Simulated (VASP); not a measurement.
Runs of VASP 6.6.1 on Sb. The structure is that of space group I4/mmm (No. 139), or close to it. The cells are those of the table. 

```tsv
task	cell	gap on the mesh (eV)	pressure (GPa)
single point	a = 3.279 Å, angles 125.2, 125.2, 81.3°, 1 atom	none	14.1
single point	a = 3.246 Å, angles 125.2, 125.2, 81.3°, 1 atom	none	18.2
single point	a = 3.201 Å, angles 125.2, 125.2, 81.3°, 1 atom	none	24.7
electric field gradients	a = 3.201 Å, angles 125.2, 125.2, 81.3°, 1 atom	none	24.7
single point	a = 3.311 Å, angles 125.2, 125.2, 81.3°, 1 atom	none	(a)
```

Alike in all rows: level PBEsol; potentials or basis VASP PAW PBE potentials, release 64 (Sb); no spin polarisation; k mesh 13 × 13 × 15; cutoff (eV) 520; smearing fermi-dirac 0.03 eV.

Problem. Estimate the missing entries.

Solution. (a) 10.6.

Caveats: the cell stands under pressure; the PAW data sets were made with another functional, which shifts forces and pressure a little; spin-orbit coupling is left out, which moves the levels of the heavy elements; an odd number of electrons without spin polarisation forces a metal; a magnetic or distorted state may lie lower.

A k mesh can miss the band edges, and the runs leave out spin-orbit coupling on Sb.

A gap of «none» marks levels without a gap at the run's occupations.
